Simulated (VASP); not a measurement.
Wanted: the native input for a VASP 6.6.1 run.

- Task: single point
- Functional: r2SCAN
- Dispersion: rVV10
- Potentials or basis: VASP PAW PBE potentials, release 64 (Te, Cd)
- Cutoff: 520 eV
- k mesh: 7 × 7 × 7
- Occupations: gaussian, width 0.01 eV
- Spin: no spin polarisation
- Dipole correction: no
- Further INCAR settings: ALGO = Normal; EDIFF = 1e-06; NBANDS = 16

The system is CdTe.

```
CELL_PARAMETERS angstrom
0.00000 3.20500 3.20500
3.20500 0.00000 3.20500
3.20500 3.20500 0.00000
ATOMIC_POSITIONS crystal
Te 0.75000 0.75000 0.75000
Cd 0.00000 0.00000 0.00000
```

One way to write it, as run:

POSCAR

```
CdTe
1.0
    0.0000000000      3.2050000000      3.2050000000
    3.2050000000      0.0000000000      3.2050000000
    3.2050000000      3.2050000000      0.0000000000
Te Cd
1 1
Direct
    0.7500000000      0.7500000000      0.7500000000
    0.0000000000      0.0000000000      0.0000000000
```

INCAR.step1

```
PREC     = Accurate       # precision mode
ENCUT    = 520            # plane-wave cutoff, eV
ISMEAR   = 0              # smearing method
SIGMA    = 0.01           # smearing width, eV
LREAL    = False          # projectors in reciprocal space
LASPH    = True           # aspherical terms in the spheres
NELM     = 80             # most SCF steps
NBANDS   = 16             # bands
GGA      = PE             # functional
ALGO     = Normal         # electronic algorithm
EDIFF    = 1E-4           # SCF threshold, eV
LWAVE    = True           # write WAVECAR
LCHARG   = False          # write CHGCAR
```

INCAR.step2

```
PREC     = Accurate       # precision mode
ENCUT    = 520            # plane-wave cutoff, eV
EDIFF    = 1E-6           # SCF threshold, eV
ISMEAR   = 0              # smearing method
SIGMA    = 0.01           # smearing width, eV
LREAL    = False          # projectors in reciprocal space
LASPH    = True           # aspherical terms in the spheres
NELM     = 80             # most SCF steps
ALGO     = Normal         # electronic algorithm
ISIF     = 2              # what is computed and relaxed
LWAVE    = False          # write WAVECAR
LCHARG   = False          # write CHGCAR
METAGGA  = R2SCAN         # meta-GGA
LMIXTAU  = True         
LUSE_VDW = True         
IVDW_NL  = 2            
BPARAM   = 11.95        
CPARAM   = 0.0093       
NBANDS   = 16             # bands
ISTART   = 1
```

KPOINTS

```
Automatic mesh
0
Gamma
  7 7 7
```

Potentials or basis: VASP PAW PBE potentials, release 64 (Te, Cd).

Run with:

```console
$ cat potpaw_PBE.64/Te/POTCAR potpaw_PBE.64/Cd/POTCAR > POTCAR
$ cp INCAR.step1 INCAR
$ mpirun -np 1 vasp_std > vasp.out
$ cp INCAR.step2 INCAR
$ mpirun -np 1 vasp_std > vasp.out
```

Results of the run:

```yaml
Pressure: 2.7 GPa
Band_gap_on_the_k_mesh: 1.34 eV, direct
```

Caveat: the PAW data sets were made with another functional, which shifts forces and pressure a little; spin-orbit coupling is left out, which moves the levels of the heavy elements.

Run time: 7 min on 1 thread of AMD EPYC 7R13 (shared host), peak memory 0.4 GiB.
